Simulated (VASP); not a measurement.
Input of a VASP 6.6.1 run:

The input INCAR:

```
PREC = Accurate
ENCUT = 520
EDIFF = 1E-8
ISMEAR = -1
SIGMA = 0.05
LREAL = F
LASPH = T
NELM = 80
ALGO = Normal
ISIF = 2
LWAVE = F
LCHARG = F
LEFG = T
NBANDS = 8
```

KPOINTS

```
regular mesh
0
Gamma
  13 13 13
```

POSCAR

```
Sb
1.0
    3.2015837161      0.0000000000      0.0000000000
    0.0000000000      3.2015837161      0.0000000000
    0.0000000000      0.0000000000      3.2015837161
Sb
1
Direct
    0.0000000000      0.0000000000      0.0000000000
```

Potentials or basis: VASP PAW LDA potentials, release 64 (Sb).

Launch:

```bash
$ cat potpaw_LDA.64/Sb/POTCAR > POTCAR
$ mpirun -np 1 vasp_std > vasp.out
```

Predict the pressure.

-7.2 GPa.

What does it give for the band gap on the k mesh?

Zero (an odd number of electrons rules out a gap without spin polarisation).

Caveat: the cell stands under tension; spin-orbit coupling is left out, which moves the levels of the heavy elements.
